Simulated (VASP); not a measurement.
# TaC (Fm-3m) in VASP: further runs, part 2 of 2

VASP 6.6.1. The steps go on from the part before.

## Step 4: Single point, PBE

This run uses another cell than the first one, of 10.99 Å³/atom, 1.064 times its volume.

The input, INCAR:

```
  PREC = Accurate
  ENCUT = 600
  EDIFF = 1E-6
  ISMEAR = -1
  SIGMA = 0.02
  LREAL = False
  LASPH = True
  NELM = 120
  ALGO = Normal
  ISIF = 2
  LWAVE = False
  LCHARG = False
  GGA = PE
  NBANDS = 14
  GGA_COMPAT = False
```

The input, KPOINTS:

```
regular mesh
0
Gamma
  16 16 16
```

The input, POSCAR:

```
TaC
1.0
    0.0000000000      2.2230000000      2.2230000000
    2.2230000000      0.0000000000      2.2230000000
    2.2230000000      2.2230000000      0.0000000000
Ta C
1 1
Direct
    0.0000000000      0.0000000000      0.0000000000
    0.5000000000      0.5000000000      0.5000000000
```

Potentials or basis: VASP PAW PBE potentials, release 64 (Ta_pv, C).

Run with:

```sh
$ cat potpaw_PBE.64/Ta_pv/POTCAR potpaw_PBE.64/C/POTCAR > POTCAR
$ mpirun -np 1 vasp_std > vasp.out
```

OUTCAR:

```text
PREC = Accurate
   ENCUT = 600
   EDIFF = 1E-6
   ISMEAR = -1
   LREAL = False
   LASPH = True
   NELM = 120
   ISIF = 2
   GGA = PE

 ion  position               nearest neighbor table
   1  0.000  0.000  0.000-   2 2.22   2 2.22   2 2.22   2 2.22   2 2.22   2 2.22
   2  0.500  0.500  0.500-   1 2.22   1 2.22   1 2.22   1 2.22   1 2.22   1 2.22

  LATTYP: Found a face centered cubic cell.
 ALAT       =     4.4460000000

  Lattice vectors:

 A1 = (   0.0000000000,   2.2230000000,   2.2230000000)
 A2 = (   2.2230000000,   0.0000000000,   2.2230000000)
 A3 = (   2.2230000000,   2.2230000000,   0.0000000000)

Analysis of symmetry for initial positions (statically):
=====================================================================
 Subroutine PRICEL returns:
 Original cell was already a primitive cell.

 Routine SETGRP: Setting up the symmetry group for a
 face centered cubic supercell.

 Subroutine GETGRP returns: Found 48 space group operations
 (whereof 48 operations were pure point group operations)
 out of a pool of 48 trial point group operations.

The static configuration has the point symmetry O_h .

Analysis of symmetry for dynamics (positions and initial velocities):
=====================================================================
 Subroutine PRICEL returns:
 Original cell was already a primitive cell.

 Routine SETGRP: Setting up the symmetry group for a
 face centered cubic supercell.

 Subroutine GETGRP returns: Found 48 space group operations
 (whereof 48 operations were pure point group operations)
 out of a pool of 48 trial point group operations.

The dynamic configuration has the point symmetry O_h .

 Subroutine INISYM returns: Found 48 space group operations
 (whereof 48 operations are pure point group operations),
 and found     1 'primitive' translations

----------------------------------------------------------------------------------------

                                     Primitive cell

  volume of cell :      21.9709

  direct lattice vectors                    reciprocal lattice vectors
[... 113 lines left out ...]
   LHFCALC =     F    Hartree Fock is set to
   AEXX    =    0.0000 exact exchange contribution
   IVDW    =     0    specifies the selected vdW correction
   LEPSILON=     F    determine dielectric tensor
   LRPA    =     F    only Hartree local field effects (RPA)
 non-spin polarized calculation
  energy-cutoff  :      600.00
  volume of cell :       21.97
 maximum number of plane-waves:       754
 NGX is ok and might be reduce to    28
   NGX = 13   NGY = 13   NGZ = 13

 number of electron      14.9999999 magnetization

 Free energy of the ion-electron system (eV)
  ---------------------------------------------------
  ext. energy  EPLUGINS =         0.00000000
  ---------------------------------------------------
  free energy    TOTEN  =       -22.19710607 eV

  energy without entropy =      -22.19664330  energy(sigma->0) =      -22.19687469

 E-fermi :   8.4258     XC(G=0): -13.2357

 val. band max:        8.4102637847   @ k =   0.4375   0.1875   0.0625
 cond. band min:       8.4577689343   @ k =   0.1250   0.0625   0.0000
 fundamental gap:      0.0475051496
 Fermi energy:         8.4258119984

 k-point     1 :       0.0000    0.0000    0.0000
  band No.  band energies     occupation
      1     -26.5941      2.00000
      2     -26.5941      2.00000
      3     -26.5941      2.00000
      4      -6.4037      2.00000
      5       7.1134      2.00000
      6       7.1134      2.00000
      7       7.1134      2.00000
      8       7.9755      2.00000
      9       7.9755      2.00000
     10       7.9755      2.00000
     11       9.1194      0.00000
     12       9.1194      0.00000
     13      15.1086      0.00000
     14      18.5159      0.00000
[... 377 lines left out ...]
      1     -26.6645      2.00000
      2     -26.6139      2.00000
      3     -26.5964      2.00000
      4      -6.1099      2.00000
      5       5.9900      2.00000
      6       6.1805      2.00000
      7       6.3113      2.00000
      8       7.2834      2.00000
      9       8.1940      1.99998
     10       8.7780      0.00000
     11      10.0992      0.00000
     12      11.2299      0.00000
     13      15.6749      0.00000
     14      19.2502      0.00000

 [... further k-points ...]
[... 5 lines left out ...]
  --------------------------------------------------------------------------------------
  -------------------------------------------------------------------------------------
  Total        1.0040603      1.0040603      1.0040603      0.0000000      0.0000000      0.0000000
  in kB       73.2186964     73.2186964     73.2186964      0.0000000      0.0000000      0.0000000
  external PRESSURE =      73.2186964 kB  Pullay stress =       0.0000000 kB

 VOLUME and BASIS-vectors are now :
 -----------------------------------------------------------------------------
  energy-cutoff  :      600.00
  volume of cell :       21.97
      direct lattice vectors                 reciprocal lattice vectors
     0.000000000  2.223000000  2.223000000    -0.224921278  0.224921278  0.224921278
     2.223000000  0.000000000  2.223000000     0.224921278 -0.224921278  0.224921278
     2.223000000  2.223000000  0.000000000     0.224921278  0.224921278 -0.224921278

 POSITION                                       TOTAL-FORCE (eV/Angst)
 -----------------------------------------------------------------------------------
      0.00000      0.00000      0.00000         0.000000      0.000000      0.000000
      2.22300      2.22300      2.22300         0.000000      0.000000     -0.000000
 -----------------------------------------------------------------------------------
    total drift:                                0.000000      0.000000      0.000000

  FREE ENERGIE OF THE ION-ELECTRON SYSTEM (eV)
  ---------------------------------------------------
  free  energy   TOTEN  =       -22.1971060710 eV

  energy  without entropy=      -22.1966433027  energy(sigma->0) =      -22.19687469
```

OSZICAR:

```text
N       E                     dE             d eps       ncg     rms          rms(c)
DAV:   1     0.892873839554E+02    0.89287E+02   -0.85866E+03  4068   0.118E+03
DAV:   2    -0.227664768434E+02   -0.11205E+03   -0.10704E+03  4912   0.308E+02
DAV:   3    -0.256540965684E+02   -0.28876E+01   -0.28595E+01  4934   0.441E+01
DAV:   4    -0.256707712385E+02   -0.16675E-01   -0.16669E-01  4630   0.363E+00
DAV:   5    -0.256708749812E+02   -0.10374E-03   -0.10374E-03  4824   0.255E-01    0.249E+01
DAV:   6    -0.222459565093E+02    0.34249E+01   -0.74864E+00  4752   0.252E+01    0.903E+00
DAV:   7    -0.222258771925E+02    0.20079E-01   -0.47494E-01  5122   0.498E+00    0.613E+00
DAV:   8    -0.222042984709E+02    0.21579E-01   -0.10668E-01  4744   0.256E+00    0.160E+00
DAV:   9    -0.221970980240E+02    0.72004E-02   -0.14899E-02  4558   0.831E-01    0.122E-01
DAV:  10    -0.221971154462E+02   -0.17422E-04   -0.80463E-04  5440   0.306E-01    0.345E-02
DAV:  11    -0.221971074996E+02    0.79466E-05   -0.25812E-05  4512   0.544E-02    0.751E-03
DAV:  12    -0.221971063463E+02    0.11534E-05   -0.22410E-06  4880   0.139E-02    0.223E-03
DAV:  13    -0.221971060710E+02    0.27525E-06   -0.58464E-08  2840   0.206E-03
   1 F= -.22197106E+02 E0= -.22196875E+02  d E =-.462768E-03
```

stdout:

```text
POSCAR found type information on POSCAR TaC
 POSCAR found :  2 types and       2 ions
 scaLAPACK will be used
 LDA part: xc-table for (Slater+PW92), standard interpolation
 POSCAR, INCAR and KPOINTS ok, starting setup
 FFT: planning ... GRIDC
 FFT: planning ... GRID_SOFT
 FFT: planning ... GRID
 WAVECAR not read
 entering main loop
```

It took 48 s on 1 thread of Intel Xeon Platinum 8259CL at 2.50GHz (Skylake/Cascade Lake), shared host; peak memory 0.2 GiB.

What came out:

| Property | Result |
| --- | --- |
| Free energy | -22.1971 eV |
| Pressure | 7.3 GPa |

Levels at points of the mesh, in eV from the Fermi level:
```csv
k point,band 4,band 5,band 6,band 7,band 8,band 9,band 10,band 11,band 12,band 13
"(0.00, 0.00, 0.00)",-14.83,-1.31,-1.31,-1.31,-0.45,-0.45,-0.45,0.69,0.69,6.68
"(0.50, 0.00, 0.00)",-10.34,-8.75,-5.48,-5.48,2.78,2.78,3.77,5.45,10.07,10.07
"(0.50, 0.50, 0.00)",-12.72,-4.59,-4.55,-1.74,-1.74,2.67,4.17,4.17,6.99,8.26
```

Caveat: spin-orbit coupling is left out, which moves the levels of the heavy elements.

## Step 5: Summary

```csv
cell,gap on the mesh (eV),pressure (GPa)
"a = 3.080 Å, angles 60.0°, 2 atoms",none,32.3
"a = 3.112 Å, angles 60.0°, 2 atoms",none,18.9
"a = 3.144 Å, angles 60.0°, 2 atoms",none,7.3
```

Alike in all rows: task single point; level PBE; potentials or basis VASP PAW PBE potentials, release 64 (Ta_pv, C); no spin polarisation; k mesh 16 × 16 × 16; cutoff (eV) 600; smearing fermi-dirac 0.02 eV.

Caveats: spin-orbit coupling is left out, which moves the levels of the heavy elements.

Total energies depend on the potentials used, so only differences within one code and one set of settings carry meaning.
